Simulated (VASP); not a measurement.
# Sn (Fd-3m) in VASP: single point with PBE

Aim: the single point of Sn with PBE.

Everything below comes from runs of VASP 6.6.1. Logs are shortened: lines on timing, memory, paths and dates and some standing lists are left out, and cuts for length are marked.

### Step 1. The cell of the first run

The structure is cubic, space group Fd-3m (No. 227). Conventional cell: a = 6.656 Å, b = 6.656 Å, c = 6.656 Å, α = 90.00°, β = 90.00°, γ = 90.00°. Within 3.8 Å of Sn (site symmetry -43m) lie 4 Sn at 2.88 Å.

### Step 2. Single point, PBE

Input file INCAR:

```
SYSTEM = Sn
PREC     = Accurate       ! precision mode
ENCUT    = 520            ! plane-wave cutoff, eV
EDIFF    = 1E-7           ! SCF threshold, eV
ISMEAR   = -1             ! smearing method
SIGMA    = 0.02           ! smearing width, eV
LREAL    = .FALSE.        ! projectors in reciprocal space
LASPH    = .TRUE.         ! aspherical terms in the spheres
NELM     = 100            ! most SCF steps
ALGO     = Normal         ! electronic algorithm
ISIF     = 2              ! what is computed and relaxed
LWAVE    = .FALSE.        ! write WAVECAR
LCHARG   = .FALSE.        ! write CHGCAR
GGA      = PE             ! functional
NBANDS   = 51             ! bands
```

Input file KPOINTS:

```
regular mesh
0
G
  6 6 3
  0 0 0
```

Input file POSCAR:

```
Sn
1.0
    0.0000000000      3.3279730283     -3.3279730283
   -3.3279730283      0.0000000000      3.3279730283
    6.6559460566      6.6559460566      6.6559460566
Sn
6
Direct
    0.3333333330      0.6666666670      0.2083333330
    0.6666666670      0.3333333330      0.5416666670
    0.0000000000      0.0000000000      0.8750000000
    0.0000000000      0.0000000000      0.1250000000
    0.3333333330      0.6666666670      0.4583333330
    0.6666666670      0.3333333330      0.7916666670
```

Potentials or basis: VASP PAW PBE potentials, release 64 (Sn_d).

On the command line:

```console
cat potpaw_PBE.64/Sn_d/POTCAR > POTCAR
mpirun -np 1 vasp_std > vasp.out
```

OUTCAR:

```text
SYSTEM = Sn
   PREC = Accurate
   ENCUT = 520
   EDIFF = 1E-7
   ISMEAR = -1
   LREAL = .FALSE.
   LASPH = .TRUE.
   NELM = 100
   ISIF = 2
   GGA = PE

 ion  position               nearest neighbor table
   1  0.333  0.667  0.208-   4 2.88   4 2.88   5 2.88   4 2.88
   2  0.667  0.333  0.542-   6 2.88   5 2.88   5 2.88   5 2.88
   3  0.000  0.000  0.875-   6 2.88   4 2.88   6 2.88   6 2.88
   4  0.000  0.000  0.125-   1 2.88   1 2.88   3 2.88   1 2.88
   5  0.333  0.667  0.458-   1 2.88   2 2.88   2 2.88   2 2.88
   6  0.667  0.333  0.792-   3 2.88   2 2.88   3 2.88   3 2.88

  LATTYP: Found a hexagonal cell.
 ALAT       =     4.7064645918
 C/A-ratio  =     2.4494897428

  Lattice vectors:

 A1 = (   0.0000000000,   3.3279730283,  -3.3279730283)
 A2 = (  -3.3279730283,   0.0000000000,   3.3279730283)
 A3 = (   6.6559460566,   6.6559460566,   6.6559460566)

Analysis of symmetry for initial positions (statically):
=====================================================================
 Subroutine PRICEL returns following result:

  LATTYP: Found a face centered cubic cell.
 ALAT       =     6.6559460499

  Lattice vectors:

 A1 = (   3.3279730250,   3.3279730250,   0.0000000000)
 A2 = (  -0.0000000033,   3.3279730250,   3.3279730283)
 A3 = (   3.3279730350,   0.0000000067,   3.3279730283)

   3 primitive cells build up your supercell.

 Routine SETGRP: Setting up the symmetry group for a
 hexagonal supercell.

 Subroutine GETGRP returns: Found 12 space group operations
 (whereof 12 operations were pure point group operations)
 out of a pool of 24 trial point group operations.

The static configuration has the point symmetry D_3d.

Analysis of symmetry for dynamics (positions and initial velocities):
=====================================================================
 Subroutine PRICEL returns following result:

  LATTYP: Found a face centered cubic cell.
 ALAT       =     6.6559460499

  Lattice vectors:

 A1 = (   3.3279730250,   3.3279730250,   0.0000000000)
 A2 = (  -0.0000000033,   3.3279730250,   3.3279730283)
 A3 = (   3.3279730350,   0.0000000067,   3.3279730283)

   3 primitive cells build up your supercell.

 Routine SETGRP: Setting up the symmetry group for a
 hexagonal supercell.

 Subroutine GETGRP returns: Found 12 space group operations
 (whereof 12 operations were pure point group operations)
 out of a pool of 24 trial point group operations.

The dynamic configuration has the point symmetry D_3d.

 Subroutine INISYM returns: Found 12 space group operations
 (whereof 12 operations are pure point group operations),
 and found     3 'primitive' translations

----------------------------------------------------------------------------------------

                                     Primitive cell

  volume of cell :      73.7173

  direct lattice vectors                    reciprocal lattice vectors
     3.327973025  3.327973025  0.000000000     0.150241602  0.150241603 -0.150241603
    -0.000000003  3.327973025  3.327973028    -0.150241602  0.150241602  0.150241602
     3.327973035  0.000000007  3.327973028     0.150241602 -0.150241602  0.150241602

  length of vectors
     4.706464587  4.706464589  4.706464597     0.260226089  0.260226088  0.260226088

  position of ions in fractional coordinates (direct lattice)
     0.875000000  0.875000000  0.875000000
     0.125000000  0.125000000  0.125000000

  ion indices of the primitive-cell ions
   primitive index   ion index
                 1           1
                 2           5

----------------------------------------------------------------------------------------

 KPOINTS: regular mesh

Automatic generation of k-mesh.
 Grid dimensions read from file:
 generate k-points for:    6    6    3

 Generating k-lattice:

  Cartesian coordinates                     Fractional coordinates (reciprocal lattice)
    -0.016693511  0.033387023 -0.016693511     0.166666667  0.000000000  0.000000000
    -0.033387023  0.016693511  0.016693511     0.000000000  0.166666667  0.000000000
     0.016693511  0.016693511  0.016693511     0.000000000  0.000000000  0.333333333

  Length of vectors
     0.040890585  0.040890585  0.028914010

  Shift w.r.t. Gamma in fractional coordinates (k-lattice)
     0.000000000  0.000000000  0.000000000

 Subroutine IBZKPT returns following result:
 ===========================================

 Found     17 irreducible k-points:

 Following reciprocal coordinates:
            Coordinates               Weight
  0.000000  0.000000  0.000000      1.000000
  0.166667  0.000000  0.000000      6.000000
  0.333333  0.000000  0.000000      6.000000
  0.500000  0.000000  0.000000      3.000000
  0.166667  0.166667  0.000000      6.000000
  0.333333  0.166667  0.000000     12.000000
[... 9 lines left out ...]
 -0.166667  0.500000  0.333333     12.000000
  0.333333  0.333333  0.333333      4.000000
   k-points           NKPTS =     17   k-points in BZ     NKDIM =     17   number of bands    NBANDS=     51
   number of dos      NEDOS =    301   number of ions     NIONS =      6
   total plane-waves  NPLWV = 116640
   dimension x,y,z NGX =    36 NGY =   36 NGZ =   90
   dimension x,y,z NGXF=    72 NGYF=   72 NGZF=  180
   ions per type =               6
   NGX,Y,Z   is equivalent  to a cutoff of  12.72, 12.72, 12.98 a.u.
   NGXF,Y,Z  is equivalent  to a cutoff of  25.43, 25.43, 25.96 a.u.
 SYSTEM =  Sn
   PREC   = accura    normal or accurate (medium, high low for compatibility)
   ISTART =      0    job   : 0-new  1-cont  2-samecut
   ICHARG =      2    charge: 1-file 2-atom 10-const
   ISPIN  =      1    spin polarized calculation?
   LNONCOLLINEAR =      F non collinear calculations
   LSORBIT =      F    spin-orbit coupling
   LASPH  =      T    aspherical Exc in radial PAW
   ENCUT  =  520.0 eV  38.22 Ry    6.18 a.u.   8.75  8.75 21.44*2*pi/ulx,y,z
   NELM   =    100;   NELMIN=  2; NELMDL= -5     # of ELM steps
   EDIFF  = 0.1E-06   stopping-criterion for ELM
   LREAL  =      F    real-space projection
   EDIFFG = 0.1E-05   stopping-criterion for IOM
   NSW    =      0    number of steps for IOM
   IBRION =     -1    ionic relax: 0-MD 1-quasi-New 2-CG
   NFREE  =      0    steps in history (QN), initial steepest desc. (CG)
   ISIF   =      2    stress and relaxation
   ISYM   =      2    0-nonsym 1-usesym 2-fastsym
   POTIM  = 0.5000    time-step for ionic-motion
   TEBEG  =    0.0;   TEEND  =   0.0 temperature during run
   PSTRESS=    0.0 pullay stress
   NELECT =      84.0000    total number of electrons
   NUPDOWN=      -1.0000    fix difference up-down
   EMIN   =  10.00;   EMAX   =-10.00  energy-range for DOS
   EFERMI =   0.00;   METHOD = LEGACY
   ISMEAR =    -1;   SIGMA  =   0.02  broadening in eV -4-tet -1-fermi 0-gaus
   EFERMI_NEDOS =   21; number of points for ismear=-14 and -15
   IALGO  =     38    algorithm
   IMIX   =      4    mixing-type and parameters
     AMIX     =   0.40;   BMIX     =  1.00
     AMIX_MAG =   1.60;   BMIX_MAG =  1.00
  volume/ion in A,a.u.               =      36.86       248.73
  Fermi-wavevector in a.u.,A,eV,Ry     =   1.185599  2.240457 19.124951  1.405644
  Thomas-Fermi vector in A             =   2.321789
   LORBIT       =      0    0 simple, 1 ext, 2 COOP (PROOUT), +10 PAW based schemes
   GGA     = PE    functional components
   LHFCALC =     F    Hartree Fock is set to
   AEXX    =    0.0000 exact exchange contribution
   IVDW    =     0    specifies the selected vdW correction
   LEPSILON=     F    determine dielectric tensor
   LRPA    =     F    only Hartree local field effects (RPA)
 non-spin polarized calculation
  energy-cutoff  :      520.00
  volume of cell :      221.15
 maximum number of plane-waves:      5988
 NGX is ok and might be reduce to    36
   NGX = 17   NGY = 17   NGZ = 43

 number of electron      84.0000060 magnetization

 Free energy of the ion-electron system (eV)
  ---------------------------------------------------
  ext. energy  EPLUGINS =         0.00000000
  ---------------------------------------------------
  free energy    TOTEN  =       -23.03164086 eV

  energy without entropy =      -23.03096481  energy(sigma->0) =      -23.03130283

 E-fermi :   4.8201     XC(G=0):  -8.5443

 val. band max:        4.7546758825   @ k =   0.0000   0.0000   0.3333
 cond. band min:       4.8931991877   @ k =   0.0000   0.3333   0.3333
 fundamental gap:      0.1385233052
 Fermi energy:         4.8201268121

 k-point     1 :       0.0000    0.0000    0.0000
  band No.  band energies     occupation
      1     -16.7022      2.00000
      2     -16.7022      2.00000
      3     -16.7022      2.00000
      4     -16.7022      2.00000
      5     -16.6796      2.00000
      6     -16.6756      2.00000
[... 43 lines left out ...]
     50       8.0269      0.00000
     51       8.0269      0.00000

 k-point     2 :       0.1667    0.0000    0.0000
  band No.  band energies     occupation
      1     -16.7173      2.00000
      2     -16.7169      2.00000
      3     -16.7108      2.00000
      4     -16.7044      2.00000
      5     -16.6927      2.00000
      6     -16.6853      2.00000
[... 43 lines left out ...]
     50       8.2911      0.00000
     51       8.2922      0.00000

 k-point     3 :       0.3333    0.0000    0.0000
  band No.  band energies     occupation
      1     -16.7306      2.00000
      2     -16.7224      2.00000
      3     -16.7147      2.00000
      4     -16.7139      2.00000
      5     -16.7116      2.00000
      6     -16.6987      2.00000
[... 43 lines left out ...]
     50       8.9445      0.00000
     51       9.2924      0.00000
[... 649 lines left out ...]
 k-point    16 :      -0.1667    0.5000    0.3333
  band No.  band energies     occupation
      1     -16.7362      2.00000
      2     -16.7255      2.00000
      3     -16.7252      2.00000
      4     -16.7184      2.00000
      5     -16.7183      2.00000
      6     -16.7138      2.00000
[... 43 lines left out ...]
     50       8.9342      0.00000
     51       9.6931      0.00000

 k-point    17 :       0.3333    0.3333    0.3333
  band No.  band energies     occupation
      1     -16.7342      2.00000
      2     -16.7342      2.00000
      3     -16.7342      2.00000
      4     -16.7235      2.00000
      5     -16.7235      2.00000
      6     -16.7235      2.00000
[... 43 lines left out ...]
     50       9.5328      0.00000
     51       9.5470      0.00000

------------------------ aborting loop because EDIFF is reached ----------------------------------------

  FORCE on cell =-STRESS in cart. coord.  units (eV):
  Direction    XX          YY          ZZ          XY          YZ          ZX
  --------------------------------------------------------------------------------------
  -------------------------------------------------------------------------------------
  Total       -0.0732027     -0.0732027     -0.0732027     -0.1471041     -0.1471041     -0.1471041
  in kB       -0.5303311     -0.5303311     -0.5303311     -1.0657239     -1.0657239     -1.0657239
  external PRESSURE =      -0.5303311 kB  Pullay stress =       0.0000000 kB

 VOLUME and BASIS-vectors are now :
 -----------------------------------------------------------------------------
  energy-cutoff  :      520.00
  volume of cell :      221.15
      direct lattice vectors                 reciprocal lattice vectors
     0.000000000  3.327973028 -3.327973028    -0.100161068  0.200322136 -0.100161068
    -3.327973028  0.000000000  3.327973028    -0.200322136  0.100161068  0.100161068
     6.655946057  6.655946057  6.655946057     0.050080534  0.050080534  0.050080534

 POSITION                                       TOTAL-FORCE (eV/Angst)
 -----------------------------------------------------------------------------------
     -0.83199      2.49598      2.49598        -0.028082     -0.028082     -0.028082
      2.49598      5.82395      2.49598        -0.028082     -0.028082     -0.028082
      5.82395      5.82395      5.82395        -0.028082     -0.028082     -0.028082
      0.83199      0.83199      0.83199         0.028082      0.028082      0.028082
      0.83199      4.15997      4.15997         0.028082      0.028082      0.028082
      4.15997      7.48794      4.15997         0.028082      0.028082      0.028082
 -----------------------------------------------------------------------------------
    total drift:                               -0.000000     -0.000000     -0.000000

  FREE ENERGIE OF THE ION-ELECTRON SYSTEM (eV)
  ---------------------------------------------------
  free  energy   TOTEN  =       -23.0316408591 eV

  energy  without entropy=      -23.0309648070  energy(sigma->0) =      -23.03130283
```

Wall time 3.2 min (1 thread of Intel Xeon 6975P-C, shared host); peak memory 0.4 GiB.

What came out:

```
Free energy            : -23.0316 eV
Pressure               : -0.1 GPa
Band gap on the k mesh : zero (band 42 reaches 4.90 eV, above the bottom of band 43 at 4.75 eV)
```

Levels at points of the mesh, in eV from the Fermi level:
```csv
k point,band 40,band 41,band 42,band 43,band 44,band 45
"(0.00, 0.00, 0.00)",-0.76,0.08,0.08,0.13,0.14,0.14
"(0.50, 0.00, 0.00)",-2.17,-1.35,-1.35,0.95,0.96,1.24
```

Caveat: spin-orbit coupling is left out, which moves the levels of the heavy elements.
